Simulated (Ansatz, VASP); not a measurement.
Te2Mo in VASP and in Ansatz

```
Te Mo
1.0
     3.84869   -3.84817    0.00000
     3.84869    3.84817    0.00000
     0.00000    0.00000    2.93832
Te Mo
2 1
Direct
  0.00000 0.50000 0.00000
  0.50000 0.00000 0.00000
  0.00000 0.00000 0.00000
```

Alike in both runs: functional PBE; k mesh 10 × 10 × 16; occupations gaussian, width 0.1 eV; no spin polarisation.

Ansatz relaxed the structure, and its values are those at the end. VASP's run is a single point on that final structure, the one shown.

```csv
,VASP,Ansatz
version,VASP 6.6.1,Ansatz 0.2.0
potentials or method,"VASP PAW PBE potentials, release 64 (Te, Mo_sv), cutoff 520 eV","scalar-relativistic, plane waves, PAW"
valence electrons in the cell,26,46
```

|  | VASP | Ansatz | Ansatz less VASP |
| --- | --- | --- | --- |
| gap on the k mesh at the Fermi level (eV) | none | none | - |
| pressure (GPa) | 0.0 | 0.0 | +0.01 |

A gap of «none» marks a metal or a gap that the smearing closes. The functional is the same, so the differences come from potentials, cutoffs and numerics. VASP's potentials hold 26 valence electrons a cell and Ansatz's 46, so a difference there can come from the potentials and not from the codes.

Neither program's run includes spin-orbit coupling.
